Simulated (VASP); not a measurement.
# Rh in VASP: single point with PBE

Aim: the single point of Rh with PBE.

Everything below comes from runs of VASP 6.6.1. Logs are shortened: lines on timing, memory, paths and dates and some standing lists are left out, and cuts for length are marked.

## (1) The cell of the first run

The typed cell holds 2 atoms: a = 3.868 Å, b = 5.470 Å, c = 2.725 Å, α = 59.87°, β = 135.22°, γ = 90.00°.

## (2) Single point, PBE

Input file INCAR:

```
SYSTEM = Rh
PREC = Accurate ; ENCUT = 520
EDIFF = 1E-6 ; ISMEAR = 0
SIGMA = 0.1 ; LREAL = .FALSE.
LASPH = .TRUE. ; NELM = 80
ALGO = Fast ; ISIF = 2
LWAVE = .FALSE. ; LCHARG = .FALSE.
GGA = PE ; NBANDS = 22
```

Input file KPOINTS:

```
regular mesh
0
G
  9 7 25
  0 0 0
```

Input file POSCAR:

```
Rh
1.0
    3.8679403862      0.0000000110     -0.0001804878
    0.0000000155      5.4700937182      0.0006638721
   -1.9340326301      1.3676858258      1.3465615330
Rh
2
Direct
    0.0000000000      0.5000000000      0.0000000000
    0.0000000000      0.0000000000      0.0000000000
```

Potentials or basis: VASP PAW PBE potentials, release 64 (Rh_pv).

Run with:

```console
cat potpaw_PBE.64/Rh_pv/POTCAR > POTCAR
mpirun -np 1 vasp_std > vasp.out
```

OUTCAR:

```text
SYSTEM = Rh
   PREC = Accurate
   ENCUT = 520
   EDIFF = 1E-6
   ISMEAR = 0
   LREAL = .FALSE.
   LASPH = .TRUE.
   NELM = 80
   ISIF = 2
   GGA = PE

 ion  position               nearest neighbor table
   1  0.000  0.500  0.000-   2 2.72   2 2.72   2 2.72   2 2.72   2 2.74   2 2.74
   2  0.000  0.000  0.000-   1 2.72   1 2.72   1 2.72   1 2.72   1 2.74   1 2.74

  LATTYP: Found a triclinic cell.
 ALAT       =     2.7245744028
 B/A-ratio  =     1.4196493906
 C/A-ratio  =     1.4085085711
 COS(alpha) =     0.0000652821
 COS(beta)  =     0.0110607743
 COS(gamma) =     0.7097787201

  Lattice vectors:

 A1 = (   1.9339077561,   1.3676858368,   1.3463810452)
 A2 = (   3.8679403862,   0.0000000110,  -0.0001804878)
 A3 = (   0.0001248895,   2.7347220556,  -2.6922787061)

Analysis of symmetry for initial positions (statically):
=====================================================================
 Subroutine PRICEL returns following result:

  LATTYP: Found a triclinic cell.
 ALAT       =     2.7247522263
 B/A-ratio  =     3.0062658419
 C/A-ratio  =     1.0037781978
 COS(alpha) =     0.0000795462
 COS(beta)  =     0.5020086675
 COS(gamma) =     0.8328373826

  Lattice vectors:

 A1 = (   1.9340326301,  -1.3676858258,  -1.3465615330)
 A2 = (   7.7360056542,  -0.0003247815,  -2.6929716177)
 A3 = (  -0.0000000078,  -2.7350468591,  -0.0003319361)

   2 primitive cells build up your supercell.

 Routine SETGRP: Setting up the symmetry group for a
 triclinic supercell.

 Subroutine GETGRP returns: Found  2 space group operations
 (whereof  2 operations were pure point group operations)
 out of a pool of  2 trial point group operations.

The static configuration has the point symmetry S_2 .

Analysis of symmetry for dynamics (positions and initial velocities):
=====================================================================
 Subroutine PRICEL returns following result:

  LATTYP: Found a triclinic cell.
 ALAT       =     2.7247522263
 B/A-ratio  =     3.0062658419
 C/A-ratio  =     1.0037781978
 COS(alpha) =     0.0000795462
 COS(beta)  =     0.5020086675
 COS(gamma) =     0.8328373826

  Lattice vectors:

 A1 = (   1.9340326301,  -1.3676858258,  -1.3465615330)
 A2 = (   7.7360056542,  -0.0003247815,  -2.6929716177)
 A3 = (  -0.0000000078,  -2.7350468591,  -0.0003319361)

[... 101 lines left out ...]
   ISPIN  =      1    spin polarized calculation?
   LNONCOLLINEAR =      F non collinear calculations
   LSORBIT =      F    spin-orbit coupling
   LASPH  =      T    aspherical Exc in radial PAW
   ENCUT  =  520.0 eV  38.22 Ry    6.18 a.u.   7.19 10.17  5.07*2*pi/ulx,y,z
   NELM   =     80;   NELMIN=  2; NELMDL= -5     # of ELM steps
   EDIFF  = 0.1E-05   stopping-criterion for ELM
   LREAL  =      F    real-space projection
   EDIFFG = 0.1E-04   stopping-criterion for IOM
   NSW    =      0    number of steps for IOM
   IBRION =     -1    ionic relax: 0-MD 1-quasi-New 2-CG
   NFREE  =      0    steps in history (QN), initial steepest desc. (CG)
   ISIF   =      2    stress and relaxation
   ISYM   =      2    0-nonsym 1-usesym 2-fastsym
   POTIM  = 0.5000    time-step for ionic-motion
   TEBEG  =    0.0;   TEEND  =   0.0 temperature during run
   PSTRESS=    0.0 pullay stress
   NELECT =      30.0000    total number of electrons
   NUPDOWN=      -1.0000    fix difference up-down
   EMIN   =  10.00;   EMAX   =-10.00  energy-range for DOS
   EFERMI =   0.00;   METHOD = LEGACY
   ISMEAR =     0;   SIGMA  =   0.10  broadening in eV -4-tet -1-fermi 0-gaus
   EFERMI_NEDOS =   21; number of points for ismear=-14 and -15
   IALGO  =     68    algorithm
   IMIX   =      4    mixing-type and parameters
     AMIX     =   0.40;   BMIX     =  1.00
     AMIX_MAG =   1.60;   BMIX_MAG =  1.00
  volume/ion in A,a.u.               =      14.24        96.11
  Fermi-wavevector in a.u.,A,eV,Ry     =   1.665620  3.147565 37.746499  2.774289
  Thomas-Fermi vector in A             =   2.751958
   LORBIT       =      0    0 simple, 1 ext, 2 COOP (PROOUT), +10 PAW based schemes
   GGA     = PE    functional components
   LHFCALC =     F    Hartree Fock is set to
   AEXX    =    0.0000 exact exchange contribution
   IVDW    =     0    specifies the selected vdW correction
   LEPSILON=     F    determine dielectric tensor
   LRPA    =     F    only Hartree local field effects (RPA)
 non-spin polarized calculation
 RMM-DIIS sequential band-by-band and
 Gauss-broadening in eV      SIGMA  =   0.10
  energy-cutoff  :      520.00
  volume of cell :       28.49
 maximum number of plane-waves:       782
 NGX is ok and might be reduce to    30
   NGX = 15   NGY = 21   NGZ = 11

 number of electron      30.0000005 magnetization

 Free energy of the ion-electron system (eV)
  ---------------------------------------------------
  ext. energy  EPLUGINS =         0.00000000
  ---------------------------------------------------
  free energy    TOTEN  =       -14.51542914 eV

  energy without entropy =      -14.50233286  energy(sigma->0) =      -14.50888100

 E-fermi :  11.2606     XC(G=0): -13.8042

 val. band max:       11.2595317425   @ k =  -0.2222  -0.1429   0.3200
 cond. band min:      11.2630294715   @ k =   0.4444   0.0000   0.0400
 fundamental gap:      0.0034977290
 Fermi energy:        11.2606461953

 k-point     1 :       0.0000    0.0000    0.0000
  band No.  band energies     occupation
      1     -35.6603      2.00000
      2     -35.2917      2.00000
      3     -35.2857      2.00000
      4     -35.0514      2.00000
      5     -35.0469      2.00000
      6     -35.0439      2.00000
[... 589 lines left out ...]
     21      28.9261      0.00000
     22      29.8052      0.00000

 [... further k-points ...]

------------------------ aborting loop because EDIFF is reached ----------------------------------------

  FORCE on cell =-STRESS in cart. coord.  units (eV):
  Direction    XX          YY          ZZ          XY          YZ          ZX
  --------------------------------------------------------------------------------------
  -------------------------------------------------------------------------------------
  Total       -0.8137837     -0.9698596     -0.0093521      0.0119847      0.0000183      0.0002590
  in kB      -45.7721693    -54.5508276     -0.5260219      0.6740932      0.0010283      0.0145650
  external PRESSURE =     -33.6163396 kB  Pullay stress =       0.0000000 kB

 VOLUME and BASIS-vectors are now :
 -----------------------------------------------------------------------------
  energy-cutoff  :      520.00
  volume of cell :       28.49
      direct lattice vectors                 reciprocal lattice vectors
     3.867940386  0.000000011 -0.000180488     0.258552856 -0.000045075  0.371398778
     0.000000015  5.470093718  0.000663872    -0.000008666  0.182834764 -0.185715446
    -1.934032630  1.367685826  1.346561533     0.000034660 -0.000090146  0.742773575

 POSITION                                       TOTAL-FORCE (eV/Angst)
 -----------------------------------------------------------------------------------
      0.00000      2.73505      0.00033         0.000000      0.000000      0.000000
      0.00000      0.00000      0.00000         0.000000     -0.000000     -0.000000
 -----------------------------------------------------------------------------------
    total drift:                                0.000000      0.000000      0.000000

  FREE ENERGIE OF THE ION-ELECTRON SYSTEM (eV)
  ---------------------------------------------------
  free  energy   TOTEN  =       -14.5154291378 eV

  energy  without entropy=      -14.5023328609  energy(sigma->0) =      -14.50888100
```

stdout:

```text
POSCAR found type information on POSCAR Rh
 POSCAR found :  1 types and       2 ions
 scaLAPACK will be used
 LDA part: xc-table for (Slater+PW92), standard interpolation
 POSCAR, INCAR and KPOINTS ok, starting setup
 FFT: planning ... GRIDC
 FFT: planning ... GRID_SOFT
 FFT: planning ... GRID
 WAVECAR not read
 entering main loop
```

Wall time 8.8 min (1 thread of Intel Xeon Platinum 8488C (Sapphire Rapids), shared host); peak memory 0.47 GiB.

What came out:

| Quantity | Value |
| --- | --- |
| Free energy | -14.5154 eV |
| Pressure | -3.4 GPa |
| Band gap on the k mesh | zero (bands 15 and 16 overlap by 1.98 eV) |

Caveat: the stress differs along the axes, from -5 to -0 GPa.
